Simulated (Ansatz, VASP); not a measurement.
**LiH: VASP beside Ansatz**

The input POSCAR:

```
LiH
1.0
    0.0000000000      2.1451220099      2.1208821312
    2.1451220099      0.0000000000      2.1208821312
    2.1451220099      2.1451220099      0.0000000000
Li H
1 1
Direct
    0.0000000000      0.0000000000      0.0000000000
    0.2500000000      0.2500000000      0.2500000000
```

INCAR.step1

```
SYSTEM = LiH
PREC = Accurate
ENCUT = 520
EDIFF = 1E-5
ISMEAR = 0
SIGMA = 0.01
LREAL = .FALSE.
LASPH = .TRUE.
NELM = 80
ALGO = Normal
ISIF = 2
LWAVE = .TRUE.
LCHARG = .FALSE.
GGA = PE
NBANDS = 9
```

INCAR.step2

```
SYSTEM = LiH
PREC = Accurate
ENCUT = 520
EDIFF = 1E-6
ISMEAR = 0
SIGMA = 0.01
LREAL = .FALSE.
LASPH = .TRUE.
NELM = 80
ALGO = Normal
ISIF = 2
LWAVE = .FALSE.
LCHARG = .FALSE.
GGA = PE
LHFCALC = .TRUE.
HFSCREEN = 0.2079
PRECFOCK = Normal
ISTART = 1
NBANDS = 9
```

File KPOINTS:

```
regular mesh
0
G
  8 8 8
  0 0 0
```

Input for Ansatz:

```yaml
crystal:
  lattice:
    - [0.0, 2.1451220099, 2.1208821312]
    - [2.1451220099, 0.0, 2.1208821312]
    - [2.1451220099, 2.1451220099, 0.0]
  atoms:
    - { symbol: Li, position: [0.0, 0.0, 0.0] }
    - { symbol: H, position: [0.25, 0.25, 0.25] }
kpoints:
  mp_grid: { grid: [8, 8, 8] }
  band_path:
    path:
      - [0.0, 0.0, 0.0]
      - [-0.5, -0.5, 0.0]
      - [-0.375, -0.375, 0.25]
      - [-0.375, 0.0, 0.375]
      - [0.0, 0.0, 0.5]
      - [-0.5, -0.25, 0.25]
      - [-0.15, -0.075, 0.425]
    npoints: 1
hamiltonian:
  xc: hse06
scf:
  occupations: { method: fixed }
  n_extra_bands: 4
output:
  forces: true
  stress: true
  eigenvalues: true
```

Change from the starting cell: uniaxial_z strain -1.1%.

Alike in both runs: task single point; functional HSE06; k mesh 8 × 8 × 8; no spin polarisation.

|  | VASP | Ansatz |
| --- | --- | --- |
| version | VASP 6.6.1 | Ansatz 0.2.0 |
| potentials or method | VASP PAW PBE potentials, release 64 (Li_sv, H) | plane waves, PAW |
| plane-wave cutoff (eV) | 520 | 420 |
| occupations | gaussian, width 0.01 eV | fixed |
| valence electrons in the cell | 4 | 4 |

|  | VASP | Ansatz | Ansatz less VASP |
| --- | --- | --- | --- |
| gap on the k mesh at the Fermi level (eV) | 5.25 | 5.25 | 0.000 |

Ansatz's warnings: stress exchange threshold loose, stress scf threshold loose.

Noted on VASP's run: the cutoff is under 1.25 times that of the potentials, so the pressure is a little rough.
